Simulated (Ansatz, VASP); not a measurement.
Si: VASP beside Ansatz

File INCAR:

```
ALGO = Normal
EDIFF = 1E-6
ENCUT = 520
ISIF = 2
ISMEAR = 0
LASPH = True
LCHARG = False
LREAL = False
LWAVE = False
NBANDS = 11
NELM = 100
PREC = Accurate
SIGMA = 0.05
```

Contents of KPOINTS:

```
k-points
0
Gamma
  12 12 12
```

Contents of POSCAR:

```
Si
1.0
    0.0000000000      2.9472468443      2.6535349594
    2.5016150190      0.0000000000      2.6535349594
    2.5016150190      2.9472468443      0.0000000000
Si
2
Direct
    0.5000000000      0.5000000000      0.5000000000
    0.7500000000      0.7500000000      0.7500000000
```

Input for Ansatz:

```yaml
crystal:
  lattice:
    - [0.0, 2.9472468443, 2.6535349594]
    - [2.501615019, 0.0, 2.6535349594]
    - [2.501615019, 2.9472468443, 0.0]
  atoms:
    - { symbol: Si, position: [0.5, 0.5, 0.5] }
    - { symbol: Si, position: [0.75, 0.75, 0.75] }
basis:
  ecutwfc: 420
kpoints:
  mp_grid: { grid: [12, 12, 12] }
hamiltonian:
  xc: lda
  pseudopotentials: { kind: paw, azcp: { folder: soft_1 } }
scf:
  occupations: { method: gaussian, width: 0.05 }
output:
  forces: true
  stress: true
  eigenvalues: true
```

Change from the starting cell: strain +e along x and -e along y -0.0825, strain +e along z and -e/2 along x and y -0.0175.

Alike in both runs: task single point; functional LDA; k mesh 12 × 12 × 12; occupations gaussian, width 0.05 eV; no spin polarisation.

```csv
,VASP,Ansatz
version,VASP 6.6.1,Ansatz 0.2.0
potentials or method,"VASP PAW LDA potentials, release 64 (Si), cutoff 520 eV","scalar-relativistic, plane waves, PAW"
valence electrons in the cell,8,8
```

```tsv
	VASP	Ansatz	Ansatz less VASP
gap on the k mesh at the Fermi level (eV)	none	none	-
pressure (GPa)	-0.1	-0.1	-0.05
traceless stress, the component that is largest in VASP (GPa)	-9.80	-9.80	-0.002
```

Ansatz warns that its potentials were made for another functional, while VASP's fit it. LDA's correlation is that of Perdew and Zunger in VASP and of Perdew and Wang (1992) in Ansatz. A gap of «none» marks a metal or a gap that the smearing closes.
